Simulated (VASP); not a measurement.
# TePb (P1) in VASP: single point with PBE

Aim: the single point of TePb with PBE.

All numbers are computed with VASP 6.6.1; they aren't measurements. Logs are shortened: lines on timing, memory, paths and dates and some standing lists are left out, and cuts for length are marked.

**1. The cell of the first run**

The typed cell holds 16 atoms: a = 9.243 Å, b = 9.243 Å, c = 9.243 Å, α = 60.00°, β = 60.00°, γ = 60.00°.

**2. Single point, PBE**

INCAR reads:

```
ALGO = Normal
EDIFF = 1E-7
ENCUT = 520
GGA = PE
ISIF = 2
ISMEAR = -1
LASPH = True
LCHARG = False
LREAL = Auto
LWAVE = False
NBANDS = 94
NELM = 100
PREC = Accurate
SIGMA = 0.039
```

KPOINTS reads:

```
k-points
0
Gamma
  2 2 2
```

POSCAR reads:

```
TePb
1.0
    0.0000000000      6.5356737040      6.5356737040
    6.5356737040      0.0000000000      6.5356737040
    6.5356737040      6.5356737040      0.0000000000
Pb Te
8 8
Direct
    0.0094824960      0.0019115856     -0.0059246379
   -0.0110149318     -0.0089562305      0.4937191093
    0.0042304744      0.4981745031      0.0039041117
   -0.0127302867      0.4968350850      0.5060153168
    0.4800557130      0.0142969959      0.0094038507
    0.4898233365      0.0065680299      0.5000920560
    0.4984833466      0.4931137394     -0.0046797777
    0.4964936511      0.5039516428      0.5041488681
    0.2573825708      0.2434854572      0.2521511285
    0.2606961542      0.2356569605      0.7591693259
    0.2456760500      0.7583344464      0.2557043965
    0.2522251836      0.7498618692      0.7473592963
    0.7489171311      0.2626361226      0.2527179408
    0.7523771416      0.2590801770      0.7514408954
    0.7443222719      0.7435655022      0.2697741013
    0.7551382189      0.7613293174      0.7155953941
```

Potentials or basis: VASP PAW PBE potentials, release 64 (Pb_d, Te).

Launch:

```
cat potpaw_PBE.64/Pb_d/POTCAR potpaw_PBE.64/Te/POTCAR > POTCAR
mpirun -np 1 vasp_std > vasp.out
```

OUTCAR:

```text
EDIFF = 1E-7
   ENCUT = 520
   GGA = PE
   ISIF = 2
   ISMEAR = -1
   LASPH = True
   LREAL = Auto
   NELM = 100
   PREC = Accurate

 ion  position               nearest neighbor table
   1  0.009  0.002  0.994-  10 3.17  11 3.26  12 3.26  14 3.27  13 3.39  15 3.42
   2  0.989  0.991  0.494-  16 3.03  11 3.08  13 3.16  12 3.38   9 3.41  14 3.45
   3  0.004  0.498  0.004-  13 3.21  12 3.27   9 3.28  10 3.32  15 3.34  16 3.52
   4  0.987  0.497  0.506-  14 3.09  16 3.11  15 3.13   9 3.32  11 3.40  10 3.44
   5  0.480  0.014  0.009-  10 3.07   9 3.09  11 3.21  14 3.38  15 3.43  16 3.58
   6  0.490  0.007  0.500-   9 3.14  16 3.15  10 3.20  15 3.23  12 3.23  13 3.37
[... 8 lines left out ...]
  15  0.744  0.744  0.270-   4 3.13   8 3.19   6 3.23   3 3.34   1 3.42   5 3.43
  16  0.755  0.761  0.716-   2 3.03   4 3.11   6 3.15   7 3.43   3 3.52   5 3.58

  LATTYP: Found a face centered cubic cell.
 ALAT       =    13.0713474080

  Lattice vectors:

 A1 = (   0.0000000000,   6.5356737040,   6.5356737040)
 A2 = (   6.5356737040,   0.0000000000,   6.5356737040)
 A3 = (   6.5356737040,   6.5356737040,   0.0000000000)

Analysis of symmetry for initial positions (statically):
=====================================================================
 Subroutine PRICEL returns:
 Original cell was already a primitive cell.

 Routine SETGRP: Setting up the symmetry group for a
 face centered cubic supercell.

 Subroutine GETGRP returns: Found  1 space group operations
 (whereof  1 operations were pure point group operations)
 out of a pool of 48 trial point group operations.

The static configuration has the point symmetry C_1 .

Analysis of symmetry for dynamics (positions and initial velocities):
=====================================================================
 Subroutine PRICEL returns:
 Original cell was already a primitive cell.

 Routine SETGRP: Setting up the symmetry group for a
 face centered cubic supercell.

 Subroutine GETGRP returns: Found  1 space group operations
 (whereof  1 operations were pure point group operations)
 out of a pool of 48 trial point group operations.

The dynamic configuration has the point symmetry C_1 .

 Subroutine INISYM returns: Found  1 space group operations
 (whereof  1 operations are pure point group operations),
 and found     1 'primitive' translations

----------------------------------------------------------------------------------------

                                     Primitive cell

  volume of cell :     558.3430

  direct lattice vectors                    reciprocal lattice vectors
     0.000000000  6.535673704  6.535673704    -0.076503207  0.076503207  0.076503207
     6.535673704  0.000000000  6.535673704     0.076503207 -0.076503207  0.076503207
     6.535673704  6.535673704  0.000000000     0.076503207  0.076503207 -0.076503207

  length of vectors
     9.242838391  9.242838391  9.242838391     0.132507442  0.132507442  0.132507442

  position of ions in fractional coordinates (direct lattice)
     0.009482496  0.001911586  0.994075362
     0.988985068  0.991043770  0.493719109
     0.004230474  0.498174503  0.003904112
     0.987269713  0.496835085  0.506015317
     0.480055713  0.014296996  0.009403851
     0.489823337  0.006568030  0.500092056
[... 8 lines left out ...]
     0.744322272  0.743565502  0.269774101
     0.755138219  0.761329317  0.715595394

  ion indices of the primitive-cell ions
   primitive index   ion index
                 1           1
                 2           2
                 3           3
                 4           4
                 5           5
                 6           6
[... 8 lines left out ...]
                15          15
                16          16

----------------------------------------------------------------------------------------

 KPOINTS: k-points

Automatic generation of k-mesh.
 Grid dimensions read from file:
 generate k-points for:    2    2    2

 Generating k-lattice:

  Cartesian coordinates                     Fractional coordinates (reciprocal lattice)
    -0.038251604  0.038251604  0.038251604     0.500000000  0.000000000  0.000000000
     0.038251604 -0.038251604  0.038251604     0.000000000  0.500000000  0.000000000
     0.038251604  0.038251604 -0.038251604     0.000000000  0.000000000  0.500000000

  Length of vectors
     0.066253721  0.066253721  0.066253721

  Shift w.r.t. Gamma in fractional coordinates (k-lattice)
     0.000000000  0.000000000  0.000000000

 Subroutine IBZKPT returns following result:
 ===========================================

 Found      8 irreducible k-points:

 Following reciprocal coordinates:
            Coordinates               Weight
  0.000000  0.000000  0.000000      1.000000
  0.500000  0.000000  0.000000      1.000000
  0.000000  0.500000  0.000000      1.000000
  0.000000  0.000000  0.500000      1.000000
  0.500000  0.500000  0.500000      1.000000
  0.500000  0.500000  0.000000      1.000000
  0.000000  0.500000  0.500000      1.000000
  0.500000  0.000000  0.500000      1.000000
   k-points           NKPTS =      8   k-points in BZ     NKDIM =      8   number of bands    NBANDS=     94
   number of dos      NEDOS =    301   number of ions     NIONS =     16
   total plane-waves  NPLWV = 343000
   dimension x,y,z NGX =    70 NGY =   70 NGZ =   70
   dimension x,y,z NGXF=   140 NGYF=  140 NGZF=  140
   ions per type =               8   8
   NGX,Y,Z   is equivalent  to a cutoff of  12.59, 12.59, 12.59 a.u.
   NGXF,Y,Z  is equivalent  to a cutoff of  25.18, 25.18, 25.18 a.u.
 SYSTEM =  unknown system
   PREC   = accura    normal or accurate (medium, high low for compatibility)
   ISTART =      0    job   : 0-new  1-cont  2-samecut
   ICHARG =      2    charge: 1-file 2-atom 10-const
   ISPIN  =      1    spin polarized calculation?
   LNONCOLLINEAR =      F non collinear calculations
   LSORBIT =      F    spin-orbit coupling
   LASPH  =      T    aspherical Exc in radial PAW
   ENCUT  =  520.0 eV  38.22 Ry    6.18 a.u.  17.19 17.19 17.19*2*pi/ulx,y,z
   NELM   =    100;   NELMIN=  2; NELMDL= -5     # of ELM steps
   EDIFF  = 0.1E-06   stopping-criterion for ELM
   LREAL  =      T    real-space projection
   EDIFFG = 0.1E-05   stopping-criterion for IOM
   NSW    =      0    number of steps for IOM
   IBRION =     -1    ionic relax: 0-MD 1-quasi-New 2-CG
   NFREE  =      0    steps in history (QN), initial steepest desc. (CG)
   ISIF   =      2    stress and relaxation
   ISYM   =      2    0-nonsym 1-usesym 2-fastsym
   POTIM  = 0.5000    time-step for ionic-motion
   TEBEG  =    0.0;   TEEND  =   0.0 temperature during run
   PSTRESS=    0.0 pullay stress
   NELECT =     160.0000    total number of electrons
   NUPDOWN=      -1.0000    fix difference up-down
   EMIN   =  10.00;   EMAX   =-10.00  energy-range for DOS
   EFERMI =   0.00;   METHOD = LEGACY
   ISMEAR =    -1;   SIGMA  =   0.04  broadening in eV -4-tet -1-fermi 0-gaus
   EFERMI_NEDOS =   21; number of points for ismear=-14 and -15
   IALGO  =     38    algorithm
   IMIX   =      4    mixing-type and parameters
     AMIX     =   0.40;   BMIX     =  1.00
     AMIX_MAG =   1.60;   BMIX_MAG =  1.00
  volume/ion in A,a.u.               =      34.90       235.49
  Fermi-wavevector in a.u.,A,eV,Ry     =   1.079314  2.039608 15.849680  1.164919
  Thomas-Fermi vector in A             =   2.215276
   LORBIT       =      0    0 simple, 1 ext, 2 COOP (PROOUT), +10 PAW based schemes
   GGA     = PE    functional components
   LHFCALC =     F    Hartree Fock is set to
   AEXX    =    0.0000 exact exchange contribution
   IVDW    =     0    specifies the selected vdW correction
   LEPSILON=     F    determine dielectric tensor
   LRPA    =     F    only Hartree local field effects (RPA)
 non-spin polarized calculation
  energy-cutoff  :      520.00
  volume of cell :      558.34
 maximum number of plane-waves:     15065
 NGX is ok and might be reduce to    70
   NGX = 35   NGY = 35   NGZ = 35

 number of electron     160.0000000 magnetization

 Free energy of the ion-electron system (eV)
  ---------------------------------------------------
  ext. energy  EPLUGINS =         0.00000000
  ---------------------------------------------------
  free energy    TOTEN  =       -59.81627641 eV

  energy without entropy =      -59.81626574  energy(sigma->0) =      -59.81627107

 E-fermi :   5.5950     XC(G=0):  -9.1381

 val. band max:        5.1799337852   @ k =   0.0000   0.0000   0.0000
 cond. band min:       6.0154466225   @ k =   0.0000   0.0000   0.0000
 fundamental gap:      0.8355128374
 Fermi energy:         5.5950403473

 k-point     1 :       0.0000    0.0000    0.0000
  band No.  band energies     occupation
      1     -11.5862      2.00000
      2     -11.5821      2.00000
      3     -11.5652      2.00000
      4     -11.5561      2.00000
      5     -11.5532      2.00000
      6     -11.5472      2.00000
[... 84 lines left out ...]
     91       6.7189      0.00000
     92       6.7389      0.00000

 k-point     2 :       0.5000    0.0000    0.0000
  band No.  band energies     occupation
      1     -11.5839      2.00000
      2     -11.5784      2.00000
      3     -11.5646      2.00000
      4     -11.5553      2.00000
      5     -11.5520      2.00000
      6     -11.5439      2.00000
[... 559 lines left out ...]
     91       7.5843      0.00000
     92       8.0358      0.00000

 k-point     8 :       0.5000    0.0000    0.5000
  band No.  band energies     occupation
      1     -11.5835      2.00000
      2     -11.5792      2.00000
      3     -11.5643      2.00000
      4     -11.5549      2.00000
      5     -11.5526      2.00000
      6     -11.5441      2.00000
[... 84 lines left out ...]
     91       7.5777      0.00000
     92       7.9840      0.00000
 [bands above 92 left out]

------------------------ aborting loop because EDIFF is reached ----------------------------------------

  FORCE on cell =-STRESS in cart. coord.  units (eV):
  Direction    XX          YY          ZZ          XY          YZ          ZX
  --------------------------------------------------------------------------------------
  -------------------------------------------------------------------------------------
  Total        4.2750089      3.9437974      3.9263444      0.2682376     -0.1177808     -0.0040054
  in kB       12.2672305     11.3168119     11.2667302      0.7697135     -0.3379745     -0.0114937
  external PRESSURE =      11.6169242 kB  Pullay stress =       0.0000000 kB

 VOLUME and BASIS-vectors are now :
 -----------------------------------------------------------------------------
  energy-cutoff  :      520.00
  volume of cell :      558.34
      direct lattice vectors                 reciprocal lattice vectors
     0.000000000  6.535673704  6.535673704    -0.076503207  0.076503207  0.076503207
     6.535673704  0.000000000  6.535673704     0.076503207 -0.076503207  0.076503207
     6.535673704  6.535673704  0.000000000     0.076503207  0.076503207 -0.076503207

 POSITION                                       TOTAL-FORCE (eV/Angst)
 -----------------------------------------------------------------------------------
      6.50945      6.55893      0.07447         0.069008     -0.059931     -0.234141
      9.70393      9.69047     12.94082         0.194930      0.090311      0.186969
      3.28142      0.05317      3.28356         0.132522     -0.201426     -0.079856
      6.55430      9.75962      9.69962         0.037292     -0.011145      0.202147
      0.15490      3.19895      3.23093        -0.348374      0.301542     -0.070004
      3.31137      6.46976      3.24425        -0.090981      0.151029      0.037503
[... 8 lines left out ...]
      6.62286      6.62780      9.72435        -0.331628     -0.138351      0.255457
      9.65270      9.61224      9.91114         0.393058      0.620696     -0.428006
 -----------------------------------------------------------------------------------
    total drift:                               -0.000996     -0.007862      0.015680

  FREE ENERGIE OF THE ION-ELECTRON SYSTEM (eV)
  ---------------------------------------------------
  free  energy   TOTEN  =       -59.8162764053 eV

  energy  without entropy=      -59.8162657447  energy(sigma->0) =      -59.81627107
```

It took 27 min on 1 thread of Oxide Virtual Turin-like, shared host; peak memory 0.78 GiB.

Results:

* Free energy: -59.8163 eV
* Pressure: 1.2 GPa
* Largest force: 0.850 eV/Å
* Band gap on the k mesh: 0.84 eV

Forces in eV/Å, atoms in the order of the input:
```
Pb   0.069 -0.060 -0.234
Pb   0.195  0.090  0.187
Pb   0.133 -0.201 -0.080
Pb   0.037 -0.011  0.202
Pb  -0.348  0.302 -0.070
Pb  -0.091  0.151  0.038
Pb   0.122  0.003  0.022
Pb  -0.134 -0.066  0.055
Te   0.073 -0.445  0.176
Te   0.254 -0.295  0.052
Te  -0.295  0.063  0.088
Te   0.270  0.030  0.061
Te  -0.229 -0.117 -0.058
Te  -0.118  0.074 -0.266
Te  -0.332 -0.138  0.255
Te   0.393  0.621 -0.428
```

Stress tensor (GPa, compression positive):
```
 1.23  0.08  0.00
 0.08  1.13 -0.03
 0.00 -0.03  1.13
```

Caveat: the atoms stand as in a frame of molecular dynamics; the structure was generated, so it needn't be the stable form of TePb; spin-orbit coupling is left out, which moves the levels of the heavy elements.
